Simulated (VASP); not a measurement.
# KBr (I4/mmm) in VASP: further runs

KBr is run at these levels: PBE; tasks: single point.

Everything below comes from runs of VASP 6.6.1. Logs are shortened: lines on timing, memory, paths and dates and some standing lists are left out, and cuts for length are marked.

**1. The cell of the first run**

It takes space group I4/mmm (No. 139, tetragonal). The conventional cell has a = 4.885 Å, b = 4.885 Å, c = 6.605 Å, α = 90.00°, β = 90.00°, γ = 90.00°. Within 4.3 Å of K (site symmetry 4/mmm) lie 6 Br at 3.30 to 3.45 Å. Br (site symmetry 4/mmm) has 6 K at 3.30 to 3.45 Å within 4.3 Å.

**2. Single point, PBE (biaxial xy strain +4.6%)**

INCAR

```
ALGO = Normal ; EDIFF = 1E-6
ENCUT = 520 ; GGA = PE
ISIF = 2 ; ISMEAR = 0
LASPH = T ; LCHARG = T
LELF = T ; LREAL = F
LVHAR = T ; LWAVE = F
NBANDS = 15 ; NELM = 80
PREC = Accurate ; SIGMA = 0.01
```

KPOINTS

```
k-points
0
Gamma
  4 4 4
```

POSCAR

```
KBr
1.0
    0.0000000000      3.4540206374      3.3024387010
    3.4540206374      0.0000000000      3.3024387010
    3.4540206374      3.4540206374      0.0000000000
K Br
1 1
Direct
    0.0000000000      0.0000000000      0.0000000000
    0.5000000000      0.5000000000      0.5000000000
```

Potentials or basis: VASP PAW PBE potentials, release 64 (K_sv, Br).

The run is started by

```console
$ cat potpaw_PBE.64/K_sv/POTCAR potpaw_PBE.64/Br/POTCAR > POTCAR
$ mpirun -np 1 vasp_std > vasp.out
```

OUTCAR:

```text
EDIFF = 1E-6
   ENCUT = 520
   GGA = PE
   ISIF = 2
   ISMEAR = 0
   LASPH = T
   LREAL = F
   NELM = 80
   PREC = Accurate

 ion  position               nearest neighbor table
   1  0.000  0.000  0.000-
   2  0.500  0.500  0.500-

  LATTYP: Found a body centered tetragonal cell.
 ALAT       =     4.8847228301
 C/A-ratio  =     1.3521498827

  Lattice vectors:

 A1 = (   0.0000000000,  -3.4540206374,  -3.3024387010)
 A2 = (   0.0000000000,   3.4540206374,  -3.3024387010)
 A3 = (   3.4540206374,   0.0000000000,   3.3024387010)

Analysis of symmetry for initial positions (statically):
=====================================================================
 Subroutine PRICEL returns:
 Original cell was already a primitive cell.

 Routine SETGRP: Setting up the symmetry group for a
 body centered tetragonal supercell.

 Subroutine GETGRP returns: Found 16 space group operations
 (whereof 16 operations were pure point group operations)
 out of a pool of 16 trial point group operations.

The static configuration has the point symmetry D_4h.

Analysis of symmetry for dynamics (positions and initial velocities):
=====================================================================
 Subroutine PRICEL returns:
 Original cell was already a primitive cell.

 Routine SETGRP: Setting up the symmetry group for a
 body centered tetragonal supercell.

 Subroutine GETGRP returns: Found 16 space group operations
 (whereof 16 operations were pure point group operations)
 out of a pool of 16 trial point group operations.

The dynamic configuration has the point symmetry D_4h.

 Subroutine INISYM returns: Found 16 space group operations
 (whereof 16 operations are pure point group operations),
 and found     1 'primitive' translations

----------------------------------------------------------------------------------------

                                     Primitive cell

  volume of cell :      78.7979

  direct lattice vectors                    reciprocal lattice vectors
     0.000000000  3.454020637  3.302438701    -0.144758834  0.144758834  0.151403264
     3.454020637  0.000000000  3.302438701     0.144758834 -0.144758834  0.151403264
     3.454020637  3.454020637  0.000000000     0.144758834  0.144758834 -0.151403264

  length of vectors
     4.778740413  4.778740413  4.884722830     0.254623621  0.254623621  0.254623621

  position of ions in fractional coordinates (direct lattice)
     0.000000000  0.000000000  0.000000000
     0.500000000  0.500000000  0.500000000

  ion indices of the primitive-cell ions
   primitive index   ion index
                 1           1
                 2           2

----------------------------------------------------------------------------------------

 KPOINTS: k-points

Automatic generation of k-mesh.
 Grid dimensions read from file:
 generate k-points for:    4    4    4

 Generating k-lattice:

  Cartesian coordinates                     Fractional coordinates (reciprocal lattice)
    -0.036189708  0.036189708  0.037850816     0.250000000 -0.000000000  0.000000000
     0.036189708 -0.036189708  0.037850816    -0.000000000  0.250000000  0.000000000
     0.036189708  0.036189708 -0.037850816     0.000000000  0.000000000  0.250000000

  Length of vectors
     0.063655905  0.063655905  0.063655905

  Shift w.r.t. Gamma in fractional coordinates (k-lattice)
     0.000000000  0.000000000  0.000000000

 Subroutine IBZKPT returns following result:
 ===========================================

 Found     13 irreducible k-points:

 Following reciprocal coordinates:
            Coordinates               Weight
  0.000000  0.000000  0.000000      1.000000
  0.250000  0.000000  0.000000      8.000000
  0.500000  0.000000  0.000000      4.000000
  0.250000  0.250000  0.000000      2.000000
  0.500000  0.250000  0.000000      8.000000
 -0.250000  0.250000  0.000000      4.000000
  0.500000  0.500000  0.000000      1.000000
  0.250000  0.000000  0.250000      4.000000
  0.500000  0.000000  0.250000     16.000000
 -0.250000  0.000000  0.250000      8.000000
 -0.250000  0.500000  0.250000      4.000000
  0.500000  0.000000  0.500000      2.000000
 -0.250000  0.250000  0.500000      2.000000
   k-points           NKPTS =     13   k-points in BZ     NKDIM =     13   number of bands    NBANDS=     15
   number of dos      NEDOS =    301   number of ions     NIONS =      2
   total plane-waves  NPLWV =  46656
   dimension x,y,z NGX =    36 NGY =   36 NGZ =   36
   dimension x,y,z NGXF=    72 NGYF=   72 NGZF=   72
   ions per type =               1   1
   NGX,Y,Z   is equivalent  to a cutoff of  12.52, 12.52, 12.25 a.u.
   NGXF,Y,Z  is equivalent  to a cutoff of  25.05, 25.05, 24.50 a.u.
 SYSTEM =  unknown system
   PREC   = accura    normal or accurate (medium, high low for compatibility)
   ISTART =      0    job   : 0-new  1-cont  2-samecut
   ICHARG =      2    charge: 1-file 2-atom 10-const
   ISPIN  =      1    spin polarized calculation?
   LNONCOLLINEAR =      F non collinear calculations
   LSORBIT =      F    spin-orbit coupling
   LASPH  =      T    aspherical Exc in radial PAW
   ENCUT  =  520.0 eV  38.22 Ry    6.18 a.u.   8.89  8.89  9.08*2*pi/ulx,y,z
   NELM   =     80;   NELMIN=  2; NELMDL= -5     # of ELM steps
   EDIFF  = 0.1E-05   stopping-criterion for ELM
   LREAL  =      F    real-space projection
   EDIFFG = 0.1E-04   stopping-criterion for IOM
   NSW    =      0    number of steps for IOM
   IBRION =     -1    ionic relax: 0-MD 1-quasi-New 2-CG
   NFREE  =      0    steps in history (QN), initial steepest desc. (CG)
   ISIF   =      2    stress and relaxation
   ISYM   =      2    0-nonsym 1-usesym 2-fastsym
   POTIM  = 0.5000    time-step for ionic-motion
   TEBEG  =    0.0;   TEEND  =   0.0 temperature during run
   PSTRESS=    0.0 pullay stress
   NELECT =      16.0000    total number of electrons
   NUPDOWN=      -1.0000    fix difference up-down
   EMIN   =  10.00;   EMAX   =-10.00  energy-range for DOS
   EFERMI =   0.00;   METHOD = LEGACY
   ISMEAR =     0;   SIGMA  =   0.01  broadening in eV -4-tet -1-fermi 0-gaus
   EFERMI_NEDOS =   21; number of points for ismear=-14 and -15
   IALGO  =     38    algorithm
   IMIX   =      4    mixing-type and parameters
     AMIX     =   0.40;   BMIX     =  1.00
     AMIX_MAG =   1.60;   BMIX_MAG =  1.00
  volume/ion in A,a.u.               =      39.40       265.88
  Fermi-wavevector in a.u.,A,eV,Ry     =   0.962225  1.818342 12.597320  0.925877
  Thomas-Fermi vector in A             =   2.091665
   LORBIT       =      0    0 simple, 1 ext, 2 COOP (PROOUT), +10 PAW based schemes
   GGA     = PE    functional components
   LHFCALC =     F    Hartree Fock is set to
   AEXX    =    0.0000 exact exchange contribution
   IVDW    =     0    specifies the selected vdW correction
   LEPSILON=     F    determine dielectric tensor
   LRPA    =     F    only Hartree local field effects (RPA)
 non-spin polarized calculation
 Gauss-broadening in eV      SIGMA  =   0.01
  energy-cutoff  :      520.00
  volume of cell :       78.80
 maximum number of plane-waves:      2138
   NGX = 17   NGY = 17   NGZ = 19

 number of electron      16.0000003 magnetization

 Free energy of the ion-electron system (eV)
  ---------------------------------------------------
  ext. energy  EPLUGINS =         0.00000000
  ---------------------------------------------------
  free energy    TOTEN  =        -6.21118328 eV

  energy without entropy =       -6.21118328  energy(sigma->0) =       -6.21118328

 E-fermi :  -1.9261     XC(G=0):  -7.0079

 val. band max:       -2.0759642388   @ k =   0.0000   0.0000   0.0000
 cond. band min:       2.1184486138   @ k =   0.0000   0.0000   0.0000
 fundamental gap:      4.1944128526
 Fermi energy:        -1.9260645075

 k-point     1 :       0.0000    0.0000    0.0000
  band No.  band energies     occupation
      1     -30.0642      2.00000
      2     -14.2717      2.00000
      3     -13.5372      2.00000
      4     -13.5372      2.00000
      5     -13.5321      2.00000
      6      -2.0813      2.00000
      7      -2.0813      2.00000
      8      -2.0760      2.00000
      9       2.1184      0.00000
     10       5.4101      0.00000
     11       5.4101      0.00000
     12       5.6622      0.00000
     13       6.1597      0.00000
     14       6.3628      0.00000
     15       9.2834      0.00000

 k-point     2 :       0.2500    0.0000    0.0000
  band No.  band energies     occupation
      1     -30.0625      2.00000
      2     -14.3664      2.00000
      3     -13.5410      2.00000
      4     -13.5358      2.00000
      5     -13.4122      2.00000
      6      -2.6537      2.00000
      7      -2.2196      2.00000
      8      -2.2171      2.00000
      9       3.2875      0.00000
     10       5.3060      0.00000
     11       6.0641      0.00000
     12       6.2017      0.00000
     13       6.8049      0.00000
     14       7.0509      0.00000
     15       9.5716      0.00000

 k-point     3 :       0.5000    0.0000    0.0000
  band No.  band energies     occupation
      1     -30.0608      2.00000
      2     -14.4416      2.00000
      3     -13.5448      2.00000
      4     -13.5368      2.00000
      5     -13.3090      2.00000
      6      -3.0920      2.00000
      7      -2.3483      2.00000
      8      -2.3472      2.00000
      9       4.3089      0.00000
     10       5.7887      0.00000
     11       7.4145      0.00000
     12       7.4485      0.00000
     13       7.5247      0.00000
     14       7.9008      0.00000
     15       8.2012      0.00000

 k-point     4 :       0.2500    0.2500    0.0000
  band No.  band energies     occupation
      1     -30.0617      2.00000
      2     -14.3561      2.00000
      3     -13.5511      2.00000
      4     -13.5511      2.00000
      5     -13.4045      2.00000
      6      -2.7163      2.00000
      7      -2.2434      2.00000
      8      -2.2434      2.00000
      9       3.4951      0.00000
     10       4.5158      0.00000
     11       6.6113      0.00000
     12       6.8092      0.00000
     13       6.8092      0.00000
     14       7.5098      0.00000
     15       9.3467      0.00000
[... 109 lines left out ...]
 k-point    11 :      -0.2500    0.5000    0.2500
  band No.  band energies     occupation
      1     -30.0596      2.00000
      2     -14.2657      2.00000
      3     -13.5814      2.00000
      4     -13.5769      2.00000
      5     -13.4721      2.00000
      6      -2.6139      2.00000
      7      -2.5755      2.00000
      8      -2.5030      2.00000
      9       5.1054      0.00000
     10       5.1992      0.00000
     11       5.8415      0.00000
     12       6.5783      0.00000
     13       8.1174      0.00000
     14       8.3754      0.00000
     15       8.4186      0.00000

 k-point    12 :       0.5000    0.0000    0.5000
  band No.  band energies     occupation
      1     -30.0600      2.00000
      2     -14.1992      2.00000
      3     -13.5975      2.00000
      4     -13.5586      2.00000
      5     -13.5562      2.00000
      6      -2.8107      2.00000
      7      -2.3319      2.00000
      8      -2.2986      2.00000
      9       3.8899      0.00000
     10       4.7653      0.00000
     11       6.8412      0.00000
     12       7.0934      0.00000
     13       7.2709      0.00000
     14       8.2823      0.00000
     15       8.4824      0.00000

 k-point    13 :      -0.2500    0.2500    0.5000
  band No.  band energies     occupation
      1     -30.0600      2.00000
      2     -14.3253      2.00000
      3     -13.5767      2.00000
      4     -13.5767      2.00000
      5     -13.3983      2.00000
      6      -2.5903      2.00000
      7      -2.5903      2.00000
      8      -2.5864      2.00000
      9       5.2732      0.00000
     10       5.2732      0.00000
     11       5.7765      0.00000
     12       6.4787      0.00000
     13       8.3142      0.00000
     14       8.4623      0.00000
     15       8.8089      0.00000

------------------------ aborting loop because EDIFF is reached ----------------------------------------

  FORCE on cell =-STRESS in cart. coord.  units (eV):
  Direction    XX          YY          ZZ          XY          YZ          ZX
  --------------------------------------------------------------------------------------
  -------------------------------------------------------------------------------------
  Total       -0.3780262     -0.3780262      0.1069835      0.0000000      0.0000000      0.0000000
  in kB       -7.6863103     -7.6863103      2.1752689      0.0000000      0.0000000      0.0000000
  external PRESSURE =      -4.3991172 kB  Pullay stress =       0.0000000 kB

 VOLUME and BASIS-vectors are now :
 -----------------------------------------------------------------------------
  energy-cutoff  :      520.00
  volume of cell :       78.80
      direct lattice vectors                 reciprocal lattice vectors
     0.000000000  3.454020637  3.302438701    -0.144758834  0.144758834  0.151403264
     3.454020637  0.000000000  3.302438701     0.144758834 -0.144758834  0.151403264
     3.454020637  3.454020637  0.000000000     0.144758834  0.144758834 -0.151403264

 POSITION                                       TOTAL-FORCE (eV/Angst)
 -----------------------------------------------------------------------------------
      0.00000      0.00000      0.00000         0.000000     -0.000000      0.000000
      3.45402      3.45402      3.30244        -0.000000      0.000000     -0.000000
 -----------------------------------------------------------------------------------
    total drift:                                0.000000      0.000000      0.000000

  FREE ENERGIE OF THE ION-ELECTRON SYSTEM (eV)
  ---------------------------------------------------
  free  energy   TOTEN  =        -6.2111832781 eV

  energy  without entropy=       -6.2111832781  energy(sigma->0) =       -6.21118328
```

It took 16 s on 1 thread of Intel Xeon Platinum 8488C (Sapphire Rapids), shared host; peak memory 0.2 GiB.

Results:

```yaml
Free_energy: -6.2112 eV
Pressure: -0.4 GPa
Band_gap_on_the_k_mesh: 4.19 eV, direct
```

Caveat: the cell differs from its parent crystal (biaxial xy strain +4.6%).

**3. Single point, PBE (uniaxial x strain +5.7%)**

INCAR

```
PREC = Accurate ; ENCUT = 520
EDIFF = 1E-6 ; ISMEAR = 0
SIGMA = 0.01 ; LREAL = F
LASPH = T ; NELM = 100
ALGO = Normal ; ISIF = 2
LWAVE = F ; LCHARG = F
GGA = PE ; NBANDS = 15
```

KPOINTS

```
Automatic mesh
0
Gamma
  4 4 4
```

POSCAR

```
KBr
1.0
    0.0000000000      3.3024387010      3.3024387010
    3.4900172192      0.0000000000      3.3024387010
    3.4900172192      3.3024387010      0.0000000000
K Br
1 1
Direct
    0.0000000000      0.0000000000      0.0000000000
    0.5000000000      0.5000000000      0.5000000000
```

Potentials or basis: VASP PAW PBE potentials, release 64 (K_sv, Br).

The run is started by

```console
$ cat potpaw_PBE.64/K_sv/POTCAR potpaw_PBE.64/Br/POTCAR > POTCAR
$ mpirun -np 1 vasp_std > vasp.out
```

It took 15 s on 1 thread of Intel Xeon Platinum 8488C (Sapphire Rapids), shared host; peak memory 0.2 GiB.

Results (log left out):

| Property | Result |
| --- | --- |
| Free energy | -6.2123 eV |
| Pressure | 0.0 GPa |
| Band gap on the k mesh | 4.28 eV, direct |

Stress tensor (GPa, compression positive):
```
-0.79  0.00  0.00
 0.00  0.42  0.00
 0.00  0.00  0.42
```

Levels at points of the mesh, in eV from the valence-band top:
```tsv
k point	band 4	band 5	band 6	band 7	band 8	band 9	band 10	band 11	band 12	band 13
(0.00, 0.00, 0.00)	-11.38	-11.38	-0.01	0.00	0.00	4.28	7.38	7.70	7.70	8.27
(0.50, 0.00, 0.00)	-11.38	-11.14	-1.08	-0.30	-0.29	6.46	7.99	9.60	9.63	9.69
(0.50, 0.50, 0.00)	-11.41	-11.41	-0.74	-0.31	-0.27	5.90	7.01	9.28	9.30	9.49
(0.00, 0.50, 0.50)	-11.40	-11.40	-0.79	-0.23	-0.23	5.96	6.95	8.98	9.19	9.47
```

Caveat: the cell differs from its parent crystal (uniaxial x strain +5.7%).
